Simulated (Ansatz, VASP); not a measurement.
## Two plane-wave programs on GdN

The input INCAR:

```
PREC = Accurate
ENCUT = 520
EDIFF = 1E-6
ISMEAR = 0
SIGMA = 0.05
LREAL = F
LASPH = T
NELM = 150
ALGO = Normal
ISIF = 2
LWAVE = F
LCHARG = F
ISPIN = 2
MAGMOM = 7.56 0
LORBIT = 11
LMAXMIX = 6
GGA = PE
NBANDS = 22
```

Contents of KPOINTS:

```
Automatic mesh
0
Gamma
  12 12 12
```

File POSCAR:

```
GdN
1.0
    0.0000000000      2.5250823332      2.5250823332
    2.5250823332      0.0000000000      2.5250823332
    2.5250823332      2.5250823332      0.0000000000
Gd N
1 1
Direct
    0.0000000000      0.0000000000      0.0000000000
    0.5000000000      0.5000000000      0.5000000000
```

Input for Ansatz:

```yaml
crystal:
  lattice:
    - [0.0, 2.5250823332, 2.5250823332]
    - [2.5250823332, 0.0, 2.5250823332]
    - [2.5250823332, 2.5250823332, 0.0]
  atoms:
    - { symbol: Gd, position: [0.0, 0.0, 0.0], spin: 7.56 }
    - { symbol: "N", position: [0.5, 0.5, 0.5] }
basis:
  ecutwfc: 420
  ecutrho_ratio: 4
kpoints:
  mp_grid: { grid: [12, 12, 12] }
hamiltonian:
  xc: pbe
scf:
  occupations: { method: gaussian, width: 0.05 }
output:
  forces: true
  stress: true
  eigenvalues: true
  populations: true
magnetization:
  spin_polarized: true
```

Alike in both runs: task single point; functional PBE; k mesh 12 × 12 × 12; occupations gaussian, width 0.05 eV; collinear spin.

```csv
,VASP,Ansatz
version,VASP 6.6.1,Ansatz 0.2.0
potentials or method,"VASP PAW PBE potentials, release 64 (Gd, N), cutoff 520 eV","scalar-relativistic, plane waves, PAW"
valence electrons in the cell,23,23
```

```tsv
	VASP	Ansatz	Ansatz less VASP
gap on the k mesh at the Fermi level (eV)	none	none	-
pressure (GPa)	-5.3	-5.4	-0.03
net moment per atom (μB)	3.50	3.50	0.000
size of the moment on the site where the two differ most (μB)	6.80	6.88	+0.072
```

Site moments also hang on the region over which each program counts them. A gap of «none» marks a metal or a gap that the smearing closes.

Spin-orbit coupling is off throughout.
